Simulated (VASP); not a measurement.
Runs of VASP 6.6.1 on CoO. The structure is that of space group F-43m (No. 216), or close to it. The cells are those of the table. 

```csv
task,spin,cell,k mesh,cutoff (eV),smearing,gap on the mesh (eV),pressure (GPa),moment (μB),relaxed volume (Å³/atom)
relaxation of cell and atoms,off,"relaxed from a = 3.280 Å, angles 60.0°, 2 atoms",14 × 14 × 14,600,gaussian 0.02 eV,none,-0.1,-,(a)
relaxation of cell and atoms,"collinear, ferromagnetic start","relaxed from a = 3.126 Å, angles 60.0°, 2 atoms",8 × 8 × 8,600,gaussian 0.1 eV,0.58,0.0,3.00,12.30
single point,"collinear, ferromagnetic start","a = 3.280 Å, angles 60.0°, 2 atoms",14 × 14 × 14,520,gaussian 0.02 eV,0.59,(b),3.00,-
single point,"collinear, ferromagnetic start","a = 3.466 Å, angles 60.0°, 2 atoms",14 × 14 × 14,520,gaussian 0.02 eV,0.61,-15.8,3.00,-
single point,"collinear, ferromagnetic start","a = 3.045 Å, angles 60.0°, 2 atoms",14 × 14 × 14,520,gaussian 0.02 eV,none,41.4,2.98,-
single point,off,"a = 3.323 Å, angles 60.0°, 2 atoms",14 × 14 × 14,520,gaussian 0.02 eV,none,-25.1,-,-
single point,"collinear, ferromagnetic start","a = 3.278 Å, angles 60.0°, 2 atoms",8 × 8 × 8,520,gaussian 0.1 eV,0.59,-1.5,3.00,-
single point,"collinear, ferromagnetic start","a = 3.126 Å, angles 60.0°, 2 atoms",8 × 8 × 8,520,gaussian 0.1 eV,0.44,22.3,3.00,-
```

Alike in all rows: level PBE+U; potentials or basis VASP PAW PBE potentials, release 64 (Co, O); Co d U = 3.32 eV.

Question: Estimate the missing entries.

Answer: (a) 10.19; (b) -1.7.

Caveats: a cell with one magnetic atom can't hold antiferromagnetic order, which such compounds often take (at least some runs); an odd number of electrons without spin polarisation forces a metal (at least some runs); a magnetic or distorted state may lie lower (at least some runs); U without spin polarisation on a metal has little footing (at least some runs); the cell stands under tension (at least some runs); the cell stands under pressure (at least some runs); the electronic state changed during the relaxation (at least some runs).

A k mesh can miss the band edges.

A gap of «none» marks levels without a gap at the run's occupations.
